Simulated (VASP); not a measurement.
A run of VASP 6.6.1 is set up as follows.

INCAR

```
  PREC = Accurate
  ENCUT = 600
  EDIFF = 1E-6
  ISMEAR = -1
  SIGMA = 0.05
  LREAL = F
  LASPH = T
  NELM = 120
  ALGO = Normal
  ISIF = 2
  LWAVE = F
  LCHARG = F
  GGA = B5
  ALDAX = 1.0
  AGGAX = 1.0
  AGGAC = 1.0
  ALDAC = 0.0
  NBANDS = 14
  GGA_COMPAT = F
```

File KPOINTS:

```
regular mesh
0
Gamma
  10 10 10
```

POSCAR

```
HfN
1.0
    0.0000000000      2.2560000000      2.2560000000
    2.2560000000      0.0000000000      2.2560000000
    2.2560000000      2.2560000000      0.0000000000
Hf N
1 1
Direct
    0.0000000000      0.0000000000      0.0000000000
    0.5000000000      0.5000000000      0.5000000000
```

Potentials or basis: VASP PAW PBE potentials, release 64 (Hf_pv, N).

Launch:

```sh
$ cat potpaw_PBE.64/Hf_pv/POTCAR potpaw_PBE.64/N/POTCAR > POTCAR
$ mpirun -np 1 vasp_std > vasp.out
```

(1) Estimate the pressure.

Answers

(1) 13.7 GPa.

Caveat: the PAW data sets were made with another functional, which shifts forces and pressure a little.
